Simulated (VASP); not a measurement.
# Ga (Im-3m) in VASP: notebook

Ga is run at these levels: PBE; tasks: relaxation of cell and atoms.

Everything below comes from runs of VASP 6.6.1. Logs are shortened: lines on timing, memory, paths and dates and some standing lists are left out, and cuts for length are marked.

## 1. The cell of the first run

Symmetry: Im-3m, No. 229, cubic system. Conventional cell: a = 2.528 Å, b = 2.528 Å, c = 2.528 Å, α = 90.00°, β = 90.00°, γ = 90.00°. Ga (site symmetry m-3m) has 14 Ga at 2.19 to 2.53 Å within 2.9 Å.

This isn't the form of Ga at room conditions, which is orthorhombic.

## 2. Relaxation of cell and atoms, PBE, target pressure 330 GPa, at which the enthalpy is minimised

The input, INCAR:

```
PREC = Accurate ; ENCUT = 600
EDIFF = 1E-6 ; ISMEAR = -1
SIGMA = 0.05 ; LREAL = False
LASPH = True ; NELM = 60
ALGO = Normal ; ISIF = 3
LWAVE = False ; LCHARG = False
GGA = PE ; IBRION = 2
NSW = 60 ; EDIFFG = -0.005
PSTRESS = 3300.0
```

The input, KPOINTS:

```
Automatic mesh
0
Gamma
  21 21 21
```

The input, POSCAR:

```
Ga
1.0
   -1.2640490344      1.2640490344      1.2640490344
    1.2640490344     -1.2640490344      1.2640490344
    1.2640490344      1.2640490344     -1.2640490344
Ga
1
Direct
    0.0000000000      0.0000000000      0.0000000000
```

Potentials or basis: VASP PAW PBE potentials, release 64 (Ga_d).

Launch:

```console
$ cat potpaw_PBE.64/Ga_d/POTCAR > POTCAR
$ mpirun -np 1 vasp_std > vasp.out
```

OUTCAR:

```text
PREC = Accurate
   ENCUT = 600
   EDIFF = 1E-6
   ISMEAR = -1
   LREAL = False
   LASPH = True
   NELM = 60
   ISIF = 3
   GGA = PE
   IBRION = 2
   NSW = 60
   EDIFFG = -0.005
   PSTRESS = 3300.0

 ion  position               nearest neighbor table
   1  0.000  0.000  0.000-

  LATTYP: Found a body centered cubic cell.
 ALAT       =     2.5280980688

  Lattice vectors:

 A1 = (  -1.2640490344,   1.2640490344,   1.2640490344)
 A2 = (   1.2640490344,  -1.2640490344,   1.2640490344)
 A3 = (   1.2640490344,   1.2640490344,  -1.2640490344)

Analysis of symmetry for initial positions (statically):
=====================================================================
 Subroutine PRICEL returns:
 Original cell was already a primitive cell.

 Routine SETGRP: Setting up the symmetry group for a
 body centered cubic supercell.

 Subroutine GETGRP returns: Found 48 space group operations
 (whereof 48 operations were pure point group operations)
 out of a pool of 48 trial point group operations.

The static configuration has the point symmetry O_h .

Analysis of symmetry for dynamics (positions and initial velocities):
=====================================================================
 Subroutine PRICEL returns:
 Original cell was already a primitive cell.

 Routine SETGRP: Setting up the symmetry group for a
 body centered cubic supercell.

 Subroutine GETGRP returns: Found 48 space group operations
 (whereof 48 operations were pure point group operations)
 out of a pool of 48 trial point group operations.

The dynamic configuration has the point symmetry O_h .

 Subroutine INISYM returns: Found 48 space group operations
 (whereof 48 operations are pure point group operations),
 and found     1 'primitive' translations

----------------------------------------------------------------------------------------

                                     Primitive cell

  volume of cell :       8.0789

  direct lattice vectors                    reciprocal lattice vectors
    -1.264049034  1.264049034  1.264049034     0.000000000  0.395554276  0.395554276
     1.264049034 -1.264049034  1.264049034     0.395554276  0.000000000  0.395554276
     1.264049034  1.264049034 -1.264049034     0.395554276  0.395554276  0.000000000

  length of vectors
     2.189397151  2.189397151  2.189397151     0.559398221  0.559398221  0.559398221

  position of ions in fractional coordinates (direct lattice)
     0.000000000  0.000000000  0.000000000

  ion indices of the primitive-cell ions
   primitive index   ion index
                 1           1

----------------------------------------------------------------------------------------

 KPOINTS: Automatic mesh

Automatic generation of k-mesh.
 Grid dimensions read from file:
 generate k-points for:   21   21   21

 Generating k-lattice:

  Cartesian coordinates                     Fractional coordinates (reciprocal lattice)
     0.000000000  0.018835918  0.018835918     0.047619048  0.000000000  0.000000000
     0.018835918  0.000000000  0.018835918     0.000000000  0.047619048  0.000000000
     0.018835918  0.018835918  0.000000000     0.000000000  0.000000000  0.047619048

  Length of vectors
     0.026638011  0.026638011  0.026638011

  Shift w.r.t. Gamma in fractional coordinates (k-lattice)
     0.000000000  0.000000000  0.000000000

 Subroutine IBZKPT returns following result:
 ===========================================

 Found    286 irreducible k-points:

 Following reciprocal coordinates:
            Coordinates               Weight
  0.000000  0.000000  0.000000      1.000000
  0.047619  0.000000  0.000000     12.000000
  0.095238  0.000000  0.000000     12.000000
  0.142857  0.000000  0.000000     12.000000
  0.190476  0.000000  0.000000     12.000000
  0.238095  0.000000  0.000000     12.000000
[... 16 lines left out ...]
  0.142857  0.095238  0.000000     48.000000
  0.190476  0.095238  0.000000     48.000000
 [... further k-points ...]
   k-points           NKPTS =    286   k-points in BZ     NKDIM =    286   number of bands    NBANDS=     10
   number of dos      NEDOS =    301   number of ions     NIONS =      1
   total plane-waves  NPLWV =   5832
   dimension x,y,z NGX =    18 NGY =   18 NGZ =   18
   dimension x,y,z NGXF=    36 NGYF=   36 NGZF=   36
   ions per type =               1
   NGX,Y,Z   is equivalent  to a cutoff of  13.67, 13.67, 13.67 a.u.
   NGXF,Y,Z  is equivalent  to a cutoff of  27.34, 27.34, 27.34 a.u.
 SYSTEM =  unknown system
   PREC   = accura    normal or accurate (medium, high low for compatibility)
   ISTART =      0    job   : 0-new  1-cont  2-samecut
   ICHARG =      2    charge: 1-file 2-atom 10-const
   ISPIN  =      1    spin polarized calculation?
   LNONCOLLINEAR =      F non collinear calculations
   LSORBIT =      F    spin-orbit coupling
   LASPH  =      T    aspherical Exc in radial PAW
   ENCUT  =  600.0 eV  44.10 Ry    6.64 a.u.   4.37  4.37  4.37*2*pi/ulx,y,z
   NELM   =     60;   NELMIN=  2; NELMDL= -5     # of ELM steps
   EDIFF  = 0.1E-05   stopping-criterion for ELM
   LREAL  =      F    real-space projection
   EDIFFG = -.5E-02   stopping-criterion for IOM
   NSW    =     60    number of steps for IOM
   IBRION =      2    ionic relax: 0-MD 1-quasi-New 2-CG
   NFREE  =      1    steps in history (QN), initial steepest desc. (CG)
   ISIF   =      3    stress and relaxation
   ISYM   =      2    0-nonsym 1-usesym 2-fastsym
   POTIM  = 0.5000    time-step for ionic-motion
   TEBEG  =    0.0;   TEEND  =   0.0 temperature during run
   PSTRESS= 3300.0 pullay stress
   NELECT =      13.0000    total number of electrons
   NUPDOWN=      -1.0000    fix difference up-down
   EMIN   =  10.00;   EMAX   =-10.00  energy-range for DOS
   EFERMI =   0.00;   METHOD = LEGACY
   ISMEAR =    -1;   SIGMA  =   0.05  broadening in eV -4-tet -1-fermi 0-gaus
   EFERMI_NEDOS =   21; number of points for ismear=-14 and -15
   IALGO  =     38    algorithm
   IMIX   =      4    mixing-type and parameters
     AMIX     =   0.40;   BMIX     =  1.00
     AMIX_MAG =   1.60;   BMIX_MAG =  1.00
  volume/ion in A,a.u.               =       8.08        54.52
  Fermi-wavevector in a.u.,A,eV,Ry     =   1.918398  3.625246 50.072849  3.680251
  Thomas-Fermi vector in A             =   2.953407
   LORBIT       =      0    0 simple, 1 ext, 2 COOP (PROOUT), +10 PAW based schemes
   GGA     = PE    functional components
   LHFCALC =     F    Hartree Fock is set to
   AEXX    =    0.0000 exact exchange contribution
   IVDW    =     0    specifies the selected vdW correction
   LEPSILON=     F    determine dielectric tensor
   LRPA    =     F    only Hartree local field effects (RPA)
 conjugate gradient relaxation of ions
 non-spin polarized calculation
  energy-cutoff  :      600.00
  volume of cell :        8.08
 maximum number of plane-waves:       277
 NGX is ok and might be reduce to    18
   NGX =  9   NGY =  9   NGZ =  9

--------------------------------------- Ionic step        1  -------------------------------------------

 number of electron      12.9999991 magnetization

 Free energy of the ion-electron system (eV)
  ---------------------------------------------------
  ext. energy  EPLUGINS =         0.00000000
  ---------------------------------------------------
  free energy    TOTEN  =         2.23624739 eV

  energy without entropy =        2.23821131  energy(sigma->0) =        2.23722935

------------------------ aborting loop because EDIFF is reached ----------------------------------------

  FORCE on cell =-STRESS in cart. coord.  units (eV):
  Direction    XX          YY          ZZ          XY          YZ          ZX
  --------------------------------------------------------------------------------------
  -------------------------------------------------------------------------------------
  Total       16.8411787     16.8411787     16.8411787     -0.0000000     -0.0000000      0.0000000
  in kB     3339.8834437   3339.8834437   3339.8834437     -0.0000000     -0.0000000      0.0000000
  external PRESSURE =      39.8834437 kB  Pullay stress =    3300.0000000 kB
[... 207 lines left out ...]
  enthalpy is  TOTEN    =        18.8757999467 eV   P V=       16.7107182874

--------------------------------------- Ionic step        7  -------------------------------------------

 number of electron      12.9999990 magnetization

 Free energy of the ion-electron system (eV)
  ---------------------------------------------------
  ext. energy  EPLUGINS =         0.00000000
  ---------------------------------------------------
  free energy    TOTEN  =         2.16361272 eV

  energy without entropy =        2.16559915  energy(sigma->0) =        2.16460593

 E-fermi :  18.2283     XC(G=0): -16.0464

 val. band max:       18.1741465850   @ k =  -0.4762   0.4762   0.3810
 cond. band min:      18.2542298528   @ k =  -0.3810   0.4286   0.1905
 fundamental gap:      0.0800832677
 Fermi energy:        18.2282517965

 k-point     1 :       0.0000    0.0000    0.0000
  band No.  band energies     occupation
      1      -2.8382      2.00000
      2       0.0134      2.00000
      3       0.0134      2.00000
      4       0.0134      2.00000
      5       1.1227      2.00000
      6       1.1227      2.00000
      7      40.8661      0.00000
      8      40.8661      0.00000
      9      40.8661      0.00000
     10      45.6480      0.00000
[... 287 lines left out ...]
 k-point    24 :       0.1905    0.0952    0.0000
  band No.  band energies     occupation
      1      -0.7856      2.00000
      2      -0.2594      2.00000
      3       0.2898      2.00000
      4       0.9180      2.00000
      5       1.1109      2.00000
      6       1.6169      2.00000
      7      26.8946      0.00000
      8      31.1008      0.00000
      9      35.1403      0.00000
     10      39.7325      0.00000

 [... further k-points ...]
[... 5 lines left out ...]
  --------------------------------------------------------------------------------------
  -------------------------------------------------------------------------------------
  Total       16.7076447     16.7076447     16.7076447      0.0000000     -0.0000000      0.0000000
  in kB     3299.1029917   3299.1029917   3299.1029917      0.0000000     -0.0000000      0.0000000
  external PRESSURE =      -0.8970083 kB  Pullay stress =    3300.0000000 kB
[... 16 lines left out ...]
  FREE ENERGIE OF THE ION-ELECTRON SYSTEM (eV)
  ---------------------------------------------------
  free  energy   TOTEN  =         2.1636127153 eV

  energy  without entropy=        2.1655991511  energy(sigma->0) =        2.16460593

  enthalpy is  TOTEN    =        18.8758001210 eV   P V=       16.7121874057

 reached required accuracy - stopping structural energy minimisation
```

Wall time 85 s (1 thread of Intel Xeon 8259CL, shared host); peak memory 0.15 GiB.

Results:

* Free energy: 2.1636 eV
* Relaxed volume: 8.11 Å³/atom
* Relaxed cell: a = 2.193 Å, b = 2.193 Å, c = 2.193 Å, α = 109.47°, β = 109.47°, γ = 109.47°
* Space group after relaxing (to 0.1 Å): Im-3m (No. 229)
* Energy change on relaxing (the run minimises the enthalpy): -72.6 meV/atom
* Ionic steps: 7
* Pressure after relaxing: 329.9 GPa
* Band gap on the k mesh: zero (an odd number of electrons rules out a gap without spin polarisation)

Step by step:
```tsv
step	energy change (eV)	largest force (eV/Å)	pressure (GPa)	volume (Å³)
1	0.0000	0.0000	333.99	8.08
2	-0.4716	0.0000	302.38	8.32
3	-0.0635	0.0000	331.04	8.11
4	-0.0785	0.0000	329.43	8.12
5	-0.0732	0.0000	329.82	8.11
6	-0.0712	0.0000	330.24	8.11
7	-0.0726	0.0000	329.91	8.11
```

Final structure:
```xyz
1
Lattice="-1.2659 1.2659 1.2659 1.2659 -1.2659 1.2659 1.2659 1.2659 -1.2659" Properties=species:S:1:pos:R:3 pbc="T T T"
Ga    1.2659    1.2659    1.2659
```

Levels at points of the mesh, in eV from the Fermi level:
```tsv
k point	band 4	band 5	band 6	band 7	band 8	band 9
(0.00, 0.00, 0.00)	-18.21	-17.11	-17.11	22.64	22.64	22.64
```

Caveat: the cell is relaxed towards a set pressure, so the run minimises the enthalpy, not the energy.

## 3. Relaxation of cell and atoms, PBE, target pressure 330 GPa, at which the enthalpy is minimised

The input, INCAR:

```
SYSTEM = Ga
PREC = Accurate ; ENCUT = 600
EDIFF = 1E-7 ; ISMEAR = -1
SIGMA = 0.05 ; LREAL = .FALSE.
LASPH = .TRUE. ; NELM = 80
ALGO = Normal ; ISIF = 3
LWAVE = .FALSE. ; LCHARG = .FALSE.
GGA = PE ; IBRION = 2
NSW = 32 ; EDIFFG = -0.005
PSTRESS = 3300.0
```

The input, KPOINTS:

```
regular mesh
0
G
  21 21 21
  0 0 0
```

The input, POSCAR:

```
Ga
1.0
   -1.2645968566      1.2645968566      1.2645968566
    1.2645968566     -1.2645968566      1.2645968566
    1.2645968566      1.2645968566     -1.2645968566
Ga
1
Direct
    0.0000000000      0.0000000000      0.0000000000
```

Potentials or basis: VASP PAW PBE potentials, release 64 (Ga_d).

Launch:

```console
$ cat potpaw_PBE.64/Ga_d/POTCAR > POTCAR
$ mpirun -np 1 vasp_std > vasp.out
```

It took 71 s on 1 thread of Intel Xeon 8259CL, shared host; peak memory 0.15 GiB.

It converged, with:

| Quantity | Value |
| --- | --- |
| Free energy | 2.1654 eV |
| Relaxed volume | 8.11 Å³/atom |
| Relaxed cell | a = 2.192 Å, b = 2.192 Å, c = 2.192 Å, α = 109.47°, β = 109.47°, γ = 109.47° |
| Space group after relaxing (to 0.1 Å) | Im-3m (No. 229) |
| Energy change on relaxing (the run minimises the enthalpy) | -48.9 meV/atom |
| Ionic steps | 3 |
| Pressure after relaxing | 329.9 GPa |
| Band gap on the k mesh | zero (an odd number of electrons rules out a gap without spin polarisation) |

Step by step:
```csv
step,energy change (eV),largest force (eV/Å),pressure (GPa),volume (Å³)
1,0.0000,0.0000,333.40,8.09
2,-0.4040,0.0000,305.40,8.29
3,-0.0489,0.0000,329.95,8.11
```

Final structure:
```
Ga
1.0
    -1.26583    1.26583    1.26583
     1.26583   -1.26583    1.26583
     1.26583    1.26583   -1.26583
Ga
1
Cartesian
  0.0000 0.0000 0.0000
```

Levels at points of the mesh, in eV from the Fermi level:
```tsv
k point	band 4	band 5	band 6	band 7	band 8	band 9
(0.00, 0.00, 0.00)	-18.21	-17.11	-17.11	22.64	22.64	22.64
```

Caveat: the cell is relaxed towards a set pressure, so the run minimises the enthalpy, not the energy.
